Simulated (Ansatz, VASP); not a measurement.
**Zn6H2O7 in VASP and in Ansatz**

```xyz
30
Lattice="6.5095 0.0000 0.0000 0.0000 5.2564 0.0000 0.0000 0.0000 27.2966" Properties=species:S:1:pos:R:3 pbc="T T T"
Zn    3.2547    5.2479    8.0000
Zn    0.0000    5.2479    8.0000
Zn    4.8821    2.6197    8.9396
Zn    1.6274    2.6197    8.9396
Zn    4.8821    5.2479   10.8187
Zn    1.6274    5.2479   10.8187
Zn    0.0000    2.6197   11.7583
Zn    3.2547    2.6197   11.7583
Zn    0.0798    5.2356   13.6209
Zn    3.1875    5.2379   13.6428
Zn    1.6126    2.5674   14.5968
Zn    4.8888    2.6988   14.6589
O     3.2547    3.2564    8.0000
O     0.0000    3.2564    8.0000
O     4.8821    0.6282    8.9396
O     1.6274    0.6282    8.9396
O     4.8821    3.2564   10.8187
O     1.6274    3.2564   10.8187
O     0.0000    0.6282   11.7583
O     3.2547    0.6282   11.7583
O    -0.0101    3.2528   13.6180
O     3.2531    3.2457   13.6688
O     1.6292    0.6371   14.6172
O     4.8873    0.6690   14.5717
O     1.3619    3.7948   16.2225
O     5.2106    3.8297   16.2177
H     0.3644    3.7874   16.4004
H     4.6233    3.6779   16.9743
H     1.5130   -0.5565   15.7870
H     4.9388    0.0948   15.3973
```

Alike in both runs: task single point; functional PBE; dispersion D3(BJ); k mesh 3 × 3 × 1; occupations gaussian, width 0.05 eV; no spin polarisation.

```csv
,VASP,Ansatz
version,VASP 6.6.1,Ansatz 0.2.0
potentials or method,"VASP PAW PBE potentials, release 64 (Zn, O, H), cutoff 520 eV","scalar-relativistic, plane waves, PAW"
valence electrons in the cell,232,232
```

VASP gave:

- gap on the k mesh at the Fermi level (eV): 0.69
- least direct gap on the mesh (eV): 0.69
- rms of the force components (eV/Å): 0.354

Q: Which values does Ansatz return?

A: gap on the k mesh at the Fermi level (eV): 0.71; least direct gap on the mesh (eV): 0.71; rms of the force components (eV/Å): 0.360.
